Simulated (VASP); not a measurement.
# Ir (Fm-3m) in VASP: a series of runs, part 2 of 2

VASP 6.6.1. Earlier steps stand in the parts before.

## 5. Single point, PBEsol

Contents of INCAR:

```
PREC = Accurate
ENCUT = 500
EDIFF = 1E-6
ISMEAR = -1
SIGMA = 0.1
LREAL = F
LASPH = T
NELM = 120
ALGO = Normal
ISIF = 2
LWAVE = F
LCHARG = T
GGA = PS
LELF = T
LVHAR = T
NBANDS = 14
GGA_COMPAT = F
```

Contents of KPOINTS:

```
regular mesh
0
Gamma
  19 19 19
```

Contents of POSCAR:

```
Ir
1.0
    0.0000000000      1.9158328124      1.9158328124
    1.9158328124      0.0000000000      1.9158328124
    1.9158328124      1.9158328124      0.0000000000
Ir
1
Direct
    0.0000000000      0.0000000000      0.0000000000
```

Potentials or basis: VASP PAW PBE potentials, release 64 (Ir_sv_GW).

On the command line:

```sh
> cat potpaw_PBE.64/Ir_sv_GW/POTCAR > POTCAR
> mpirun -np 1 vasp_std > vasp.out
```

OUTCAR:

```text
PREC = Accurate
   ENCUT = 500
   EDIFF = 1E-6
   ISMEAR = -1
   LREAL = F
   LASPH = T
   NELM = 120
   ISIF = 2
   GGA = PS

 ion  position               nearest neighbor table
   1  0.000  0.000  0.000-

  LATTYP: Found a face centered cubic cell.
 ALAT       =     3.8316656248

  Lattice vectors:

 A1 = (   0.0000000000,   1.9158328124,   1.9158328124)
 A2 = (   1.9158328124,   0.0000000000,   1.9158328124)
 A3 = (   1.9158328124,   1.9158328124,   0.0000000000)

Analysis of symmetry for initial positions (statically):
=====================================================================
 Subroutine PRICEL returns:
 Original cell was already a primitive cell.

 Routine SETGRP: Setting up the symmetry group for a
 face centered cubic supercell.

 Subroutine GETGRP returns: Found 48 space group operations
[... 9 lines left out ...]

 Routine SETGRP: Setting up the symmetry group for a
 face centered cubic supercell.

 Subroutine GETGRP returns: Found 48 space group operations
[... 11 lines left out ...]
                                     Primitive cell

  volume of cell :      14.0638

  direct lattice vectors                    reciprocal lattice vectors
     0.000000000  1.915832812  1.915832812    -0.260983107  0.260983107  0.260983107
     1.915832812  0.000000000  1.915832812     0.260983107 -0.260983107  0.260983107
     1.915832812  1.915832812  0.000000000     0.260983107  0.260983107 -0.260983107

  length of vectors
     2.709396747  2.709396747  2.709396747     0.452036001  0.452036001  0.452036001

  position of ions in fractional coordinates (direct lattice)
     0.000000000  0.000000000  0.000000000

  ion indices of the primitive-cell ions
   primitive index   ion index
                 1           1

----------------------------------------------------------------------------------------

 KPOINTS: regular mesh

Automatic generation of k-mesh.
 Grid dimensions read from file:
 generate k-points for:   19   19   19

 Generating k-lattice:

  Cartesian coordinates                     Fractional coordinates (reciprocal lattice)
    -0.013735953  0.013735953  0.013735953     0.052631579  0.000000000  0.000000000
     0.013735953 -0.013735953  0.013735953     0.000000000  0.052631579  0.000000000
     0.013735953  0.013735953 -0.013735953     0.000000000  0.000000000  0.052631579

  Length of vectors
     0.023791368  0.023791368  0.023791368

  Shift w.r.t. Gamma in fractional coordinates (k-lattice)
     0.000000000  0.000000000  0.000000000

 Subroutine IBZKPT returns following result:
 ===========================================

 Found    220 irreducible k-points:

 Following reciprocal coordinates:
            Coordinates               Weight
  0.000000  0.000000  0.000000      1.000000
  0.052632  0.000000  0.000000      8.000000
  0.105263  0.000000  0.000000      8.000000
  0.157895  0.000000  0.000000      8.000000
  0.210526  0.000000  0.000000      8.000000
  0.263158  0.000000  0.000000      8.000000
[... 16 lines left out ...]
 -0.315789  0.052632  0.000000     24.000000
 -0.263158  0.052632  0.000000     24.000000
 [... further k-points ...]
   k-points           NKPTS =    220   k-points in BZ     NKDIM =    220   number of bands    NBANDS=     14
   number of dos      NEDOS =    301   number of ions     NIONS =      1
   total plane-waves  NPLWV =   8000
   dimension x,y,z NGX =    20 NGY =   20 NGZ =   20
   dimension x,y,z NGXF=    40 NGYF=   40 NGZF=   40
   ions per type =               1
   NGX,Y,Z   is equivalent  to a cutoff of  12.27, 12.27, 12.27 a.u.
   NGXF,Y,Z  is equivalent  to a cutoff of  24.54, 24.54, 24.54 a.u.
 SYSTEM =  unknown system
   PREC   = accura    normal or accurate (medium, high low for compatibility)
   ISTART =      0    job   : 0-new  1-cont  2-samecut
   ICHARG =      2    charge: 1-file 2-atom 10-const
   ISPIN  =      1    spin polarized calculation?
   LNONCOLLINEAR =      F non collinear calculations
   LSORBIT =      F    spin-orbit coupling
   LASPH  =      T    aspherical Exc in radial PAW
   ENCUT  =  500.0 eV  36.75 Ry    6.06 a.u.   4.94  4.94  4.94*2*pi/ulx,y,z
   NELM   =    120;   NELMIN=  2; NELMDL= -5     # of ELM steps
   EDIFF  = 0.1E-05   stopping-criterion for ELM
   LREAL  =      F    real-space projection
   EDIFFG = 0.1E-04   stopping-criterion for IOM
   NSW    =      0    number of steps for IOM
   IBRION =     -1    ionic relax: 0-MD 1-quasi-New 2-CG
   NFREE  =      0    steps in history (QN), initial steepest desc. (CG)
   ISIF   =      2    stress and relaxation
   ISYM   =      2    0-nonsym 1-usesym 2-fastsym
   POTIM  = 0.5000    time-step for ionic-motion
   TEBEG  =    0.0;   TEEND  =   0.0 temperature during run
   PSTRESS=    0.0 pullay stress
   NELECT =      17.0000    total number of electrons
   NUPDOWN=      -1.0000    fix difference up-down
   EMIN   =  10.00;   EMAX   =-10.00  energy-range for DOS
   EFERMI =   0.00;   METHOD = LEGACY
   ISMEAR =    -1;   SIGMA  =   0.10  broadening in eV -4-tet -1-fermi 0-gaus
   EFERMI_NEDOS =   21; number of points for ismear=-14 and -15
   IALGO  =     38    algorithm
   IMIX   =      4    mixing-type and parameters
     AMIX     =   0.40;   BMIX     =  1.00
     AMIX_MAG =   1.60;   BMIX_MAG =  1.00
  volume/ion in A,a.u.               =      14.06        94.91
  Fermi-wavevector in a.u.,A,eV,Ry     =   1.743908  3.295508 41.378236  3.041215
  Thomas-Fermi vector in A             =   2.815890
   LORBIT       =      0    0 simple, 1 ext, 2 COOP (PROOUT), +10 PAW based schemes
   GGA     = PS    functional components
   LHFCALC =     F    Hartree Fock is set to
   AEXX    =    0.0000 exact exchange contribution
   IVDW    =     0    specifies the selected vdW correction
   LEPSILON=     F    determine dielectric tensor
   LRPA    =     F    only Hartree local field effects (RPA)
 non-spin polarized calculation
  energy-cutoff  :      500.00
  volume of cell :       14.06
 maximum number of plane-waves:       368
   NGX =  9   NGY =  9   NGZ =  9

 number of electron      17.0000000 magnetization

 Free energy of the ion-electron system (eV)
  ---------------------------------------------------
  ext. energy  EPLUGINS =         0.00000000
  ---------------------------------------------------
  free energy    TOTEN  =       -10.40597316 eV

  energy without entropy =      -10.37152243  energy(sigma->0) =      -10.38874780

 E-fermi :  12.8342     XC(G=0): -14.7436

 val. band max:       12.8334987806   @ k =  -0.1579   0.1579   0.0526
 cond. band min:      12.8371551295   @ k =   0.4737   0.3684   0.0000
 fundamental gap:      0.0036563489
 Fermi energy:        12.8341756732

 k-point     1 :       0.0000    0.0000    0.0000
  band No.  band energies     occupation
      1     -80.1578      2.00000
      2     -36.5594      2.00000
      3     -36.5594      2.00000
      4     -36.5594      2.00000
      5       1.6206      2.00000
      6       8.9234      2.00000
      7       8.9234      2.00000
      8       8.9234      2.00000
      9      11.6619      1.99998
     10      11.6619      1.99998
     11      26.4220      0.00000
     12      31.9597      0.00000
     13      31.9597      0.00000
     14      31.9597      0.00000

 k-point     2 :       0.0526    0.0000    0.0000
  band No.  band energies     occupation
      1     -80.1560      2.00000
      2     -36.5818      2.00000
      3     -36.5625      2.00000
      4     -36.5625      2.00000
      5       1.7458      2.00000
      6       8.8549      2.00000
      7       8.9777      2.00000
      8       8.9777      2.00000
      9      11.6252      1.99999
     10      11.6252      1.99999
     11      26.6417      0.00000
     12      31.3710      0.00000
     13      32.1704      0.00000
     14      32.1704      0.00000
[... 343 lines left out ...]
      1     -80.1073      2.00000
      2     -37.1676      2.00000
      3     -36.6702      2.00000
      4     -36.6393      2.00000
      5       4.6368      2.00000
      6       9.0443      2.00000
      7       9.1757      2.00000
      8       9.2123      2.00000
      9      12.2778      1.99236
     10      13.1507      0.08097
     11      24.0931      0.00000
     12      27.9876      0.00000
     13      33.6245      0.00000
     14      35.6891      0.00000

 k-point    24 :      -0.2632    0.0526    0.0000
  band No.  band energies     occupation
      1     -80.1174      2.00000
      2     -37.0472      2.00000
      3     -36.6534      2.00000
      4     -36.6205      2.00000
      5       4.2831      2.00000
      6       8.4570      2.00000
      7       9.2873      2.00000
      8       9.3818      2.00000
      9      11.7048      1.99998
     10      12.5760      1.85930
     11      25.6157      0.00000
     12      28.9809      0.00000
     13      34.6960      0.00000
     14      35.7210      0.00000

 [... further k-points ...]
[... 5 lines left out ...]
  --------------------------------------------------------------------------------------
  -------------------------------------------------------------------------------------
  Total       -0.2879638     -0.2879638     -0.2879638      0.0000000      0.0000000      0.0000000
  in kB      -32.8054277    -32.8054277    -32.8054277      0.0000000      0.0000000      0.0000000
  external PRESSURE =     -32.8054277 kB  Pullay stress =       0.0000000 kB

 VOLUME and BASIS-vectors are now :
 -----------------------------------------------------------------------------
  energy-cutoff  :      500.00
  volume of cell :       14.06
      direct lattice vectors                 reciprocal lattice vectors
     0.000000000  1.915832812  1.915832812    -0.260983107  0.260983107  0.260983107
     1.915832812  0.000000000  1.915832812     0.260983107 -0.260983107  0.260983107
     1.915832812  1.915832812  0.000000000     0.260983107  0.260983107 -0.260983107

 POSITION                                       TOTAL-FORCE (eV/Angst)
 -----------------------------------------------------------------------------------
      0.00000      0.00000      0.00000        -0.000000     -0.000000     -0.000000
 -----------------------------------------------------------------------------------
    total drift:                               -0.000000     -0.000000     -0.000000

  FREE ENERGIE OF THE ION-ELECTRON SYSTEM (eV)
  ---------------------------------------------------
  free  energy   TOTEN  =       -10.4059731642 eV

  energy  without entropy=      -10.3715224340  energy(sigma->0) =      -10.38874780
```

It used 44 s of CPU time on 1 thread of AMD EPYC 7R13 Processor (Zen 3) (shared host).

What came out:

| Item | Value |
| --- | --- |
| Free energy | -10.4060 eV |
| Pressure | -3.3 GPa |

Levels at points of the mesh, in eV from the Fermi level:
```csv
k point,band 5,band 6,band 7,band 8,band 9,band 10,band 11,band 12
"(0.00, 0.00, 0.00)",-11.21,-3.91,-3.91,-3.91,-1.17,-1.17,13.59,19.13
```

Caveat: the PAW data sets were made with another functional, which shifts forces and pressure a little; spin-orbit coupling is left out, which moves the levels of the heavy elements.

## 6. Single point, PBEsol

This run uses another cell than the first one, of 7.31 Å³/atom, 0.520 times its volume.

Contents of INCAR:

```
SYSTEM = Ir
PREC = Accurate
ENCUT = 500
EDIFF = 1E-6
ISMEAR = -5
SIGMA = 0.1
LREAL = .FALSE.
LASPH = .TRUE.
NELM = 120
ALGO = Normal
ISIF = 2
LWAVE = .FALSE.
LCHARG = .FALSE.
GGA = PS
NBANDS = 10
GGA_COMPAT = .FALSE.
```

Contents of KPOINTS:

```
Automatic mesh
0
G
  19 19 19
  0 0 0
```

Contents of POSCAR:

```
Ir
1.0
    0.0000000000      1.5406076676      1.5406076676
    1.5406076676      0.0000000000      1.5406076676
    1.5406076676      1.5406076676      0.0000000000
Ir
1
Direct
    0.0000000000      0.0000000000      0.0000000000
```

Potentials or basis: VASP PAW PBE potentials, release 64 (Ir).

On the command line:

```sh
> cat potpaw_PBE.64/Ir/POTCAR > POTCAR
> mpirun -np 1 vasp_std > vasp.out
```

Run time: 16 s. Hardware: 1 thread of AMD EPYC 7R43 (Zen 3), shared host; peak memory 0.1 GiB.

The run converged, but its numbers aren't listed here, since they failed a check.

Caveat: the PAW data sets were made with another functional, which shifts forces and pressure a little; spin-orbit coupling is left out, which moves the levels of the heavy elements; tetrahedron occupations give inexact forces and stress in metals.

## 7. The runs side by side

| task | potentials or basis | cell | cutoff (eV) | second run | gap on the mesh (eV) | pressure (GPa) |
| --- | --- | --- | --- | --- | --- | --- |
| single point | VASP PAW PBE potentials, release 64 (Ir) | a = 2.709 Å, angles 60.0°, 1 atom | 520 | - | none | 1.0 |
| relaxation of cell and atoms | VASP PAW PBE potentials, release 64 (Ir) | relaxed from a = 2.709 Å, angles 60.0°, 1 atom | 600 | - | none | 0.0 |
| single point | VASP PAW PBE potentials, release 64 (Ir_sv_GW) | a = 2.709 Å, angles 60.0°, 1 atom | 500 | valence_matched | none | -3.3 |

Alike in all rows: level PBEsol; no spin polarisation; k mesh 19 × 19 × 19; smearing fermi-dirac 0.1 eV.

Caveats: the PAW data sets were made with another functional, which shifts forces and pressure a little; spin-orbit coupling is left out, which moves the levels of the heavy elements.

Absolute energies hang on the potentials; compare differences alone.
